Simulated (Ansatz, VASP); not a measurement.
# CdSb2O4 in VASP and in Ansatz

```
Cd Sb O
1.0
     7.16495    0.00000    0.00000
     0.00000   10.05044    0.00000
     0.00000    0.00000    3.39443
Cd Sb O
2 4 8
Direct
  0.50000 0.50000 0.00000
  0.00000 0.00000 0.00000
  0.11270 0.70600 0.50000
  0.88730 0.29400 0.50000
  0.61270 0.79400 0.50000
  0.38730 0.20600 0.50000
  0.69600 0.69009 0.00000
  0.30400 0.30991 0.00000
  0.60126 0.36086 0.50000
  0.39874 0.63914 0.50000
  0.19600 0.80991 0.00000
  0.80400 0.19009 0.00000
  0.89874 0.86086 0.50000
  0.10126 0.13914 0.50000
```

Alike in both runs: functional PBE; k mesh 4 × 4 × 8; occupations gaussian, width 0.02 eV; no spin polarisation.

Ansatz relaxed the structure, and its values are those at the end. VASP's run is a single point on that final structure, the one shown.

|  | VASP | Ansatz |
| --- | --- | --- |
| version | VASP 6.6.1 | Ansatz 0.2.0 |
| potentials or method | VASP PAW PBE potentials, release 64 (Cd, Sb, O), cutoff 520 eV | scalar-relativistic, plane waves, PAW |
| valence electrons in the cell | 92 | 148 |

```csv
,VASP,Ansatz,Ansatz less VASP
gap on the k mesh at the Fermi level (eV),2.27,2.33,+0.058
least direct gap on the mesh (eV),2.44,2.50,+0.064
pressure (GPa),0.0,0.0,+0.02
rms of the force components (eV/Å),0.034,0.003,-0.0317
```

VASP's potentials hold 92 valence electrons a cell and Ansatz's 148, so a difference there can come from the potentials and not from the codes.

Neither program's run includes spin-orbit coupling.
